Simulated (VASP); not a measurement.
Ti, 2 atoms in the cell. The structure is hexagonal, space group P6_3/mmc (No. 194). Conventional cell: a = 2.950 Å, b = 2.950 Å, c = 4.680 Å, α = 90.00°, β = 90.00°, γ = 120.00°. Within 3.8 Å of Ti (site symmetry -6m2) lie 12 Ti at 2.89 to 2.95 Å. 

| Quantity | Value |
| --- | --- |
| Program | VASP 6.6.1 |
| Task | single point |
| Functional | PBE |
| Potentials or basis | VASP PAW PBE potentials, release 64 (Ti_sv) |
| Cutoff | 520 eV |
| k mesh | 10 × 10 × 6 |
| Occupations | methfessel-paxton, width 0.1 eV |
| Spin | no spin polarisation |
| Dipole correction | no |
| Further INCAR settings | ALGO = Normal; EDIFF = 1e-06; NBANDS = 19 |

Potentials or basis: VASP PAW PBE potentials, release 64 (Ti_sv).

Command:

```console
$ cat potpaw_PBE.64/Ti_sv/POTCAR > POTCAR
$ mpirun -np 1 vasp_std > vasp.out
```

Hardware: 1 thread of Intel(R) Xeon(R) Platinum 8488C (Sapphire Rapids) (shared host).

**Question.** Estimate the wall time of this run.

**Answer.** Run time: 22 s on 1 thread of Intel(R) Xeon(R) Platinum 8488C (Sapphire Rapids), on a shared host, peak memory 0.17 GiB. Counts: scf iterations 14, k points 56.
